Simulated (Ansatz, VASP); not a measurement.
## Re, level by level in two programs

```
CELL_PARAMETERS angstrom
2.76080 0.00000 0.00000
-1.38040 2.39092 0.00000
0.00000 0.00000 4.45820
ATOMIC_POSITIONS crystal
Re 0.66667 0.33333 0.75000
Re 0.33333 0.66667 0.25000
```

Single points on this cell with VASP 6.6.1 and Ansatz 0.2.0. Each row is one pair of runs. Alike in all rows: spin: off; VASP's potentials, cutoff: VASP PAW PBE potentials, release 64 (Re), 520 eV.

```tsv
level	k mesh	smearing	Ansatz's potentials, cutoff	gap on the k mesh at the Fermi level (eV), VASP	gap on the k mesh at the Fermi level (eV), Ansatz	pressure (GPa), VASP	pressure (GPa), Ansatz
r2SCAN50	6 × 6 × 3	fermi-dirac, width 0.05 eV	Ansatz PAW, 500 eV	none	none	-27.9	-17.4
r2SCAN0	6 × 6 × 3	fermi-dirac, width 0.05 eV	Ansatz PAW, 500 eV	none	none	-13.9	-9.0
r2SCANh	6 × 6 × 3	fermi-dirac, width 0.05 eV	Ansatz PAW, 500 eV	none	none	-5.6	-3.8
PBEsol-based global hybrid	6 × 6 × 3	fermi-dirac, width 0.05 eV	Ansatz PAW, 420 eV	none	none	-16.0	-11.9
PBE	11 × 11 × 6	gaussian, width 0.013 eV	Ansatz PAW, 420 eV	none	none	5.4	5.8
PBE	11 × 11 × 6	gaussian, width 0.017 eV	Ansatz PAW, 420 eV	none	none	5.4	5.8
PBE	11 × 11 × 6	gaussian, width 0.018 eV	Ansatz PAW, 420 eV	none	none	5.5	5.8
PBE	11 × 11 × 6	gaussian, width 0.019 eV	Ansatz PAW, 420 eV	none	none	5.4	5.8
```

Pressure (GPa): the two programs differ by at most 10.48.

VASP's potentials hold 14 valence electrons a cell and Ansatz's 30, so a difference there can come from the potentials and not from the codes.

A gap of «none» marks a metal or a gap that the smearing closes.

The k mesh is coarse in some rows, so the values compare programs but aren't converged. Spin-orbit coupling is off throughout.
